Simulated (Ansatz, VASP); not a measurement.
**B2AsH2 in VASP and in Ansatz**

```
B H As
1.0
     3.31436    0.00000    0.00000
    -1.65718    2.87032    0.00000
     0.00000    0.00000    8.78139
B H As
2 2 1
Direct
  0.33333 0.66667 0.62145
  0.66667 0.33333 0.37855
  0.00000 0.00000 0.95727
  0.00000 0.00000 0.04273
  0.00000 0.00000 0.50000
```

Change from the starting cell: species swapped into the K2PtC2 type (P-3m1, No. 164).

Alike in both runs: task relaxation of cell and atoms; functional PBE; k mesh 12 × 12 × 4; occupations gaussian, width 0.1 eV; no spin polarisation.

|  | VASP | Ansatz |
| --- | --- | --- |
| version | VASP 6.6.1 | Ansatz 0.2.0 |
| potentials or method | VASP PAW PBE potentials, release 64 (B, H, As), cutoff 600 eV | scalar-relativistic, plane waves, PAW |
| valence electrons in the cell | 13 | 23 |

|  | VASP | Ansatz | Ansatz less VASP |
| --- | --- | --- | --- |
| gap on the k mesh at the Fermi level, each at its own relaxed structure (eV) | none | none | - |
| relaxed volume (Å³/atom) | 16.88 | 17.73 | +0.849 |
| relaxed cell length with the largest relative difference (Å) | 8.714 | 9.174 | +0.4599 |

A gap of «none» marks a metal or a gap that the smearing closes. One of these differences is far larger than is usual between the two programs; its cause wasn't traced. VASP's potentials hold 13 valence electrons a cell and Ansatz's 23, so a difference there can come from the potentials and not from the codes.
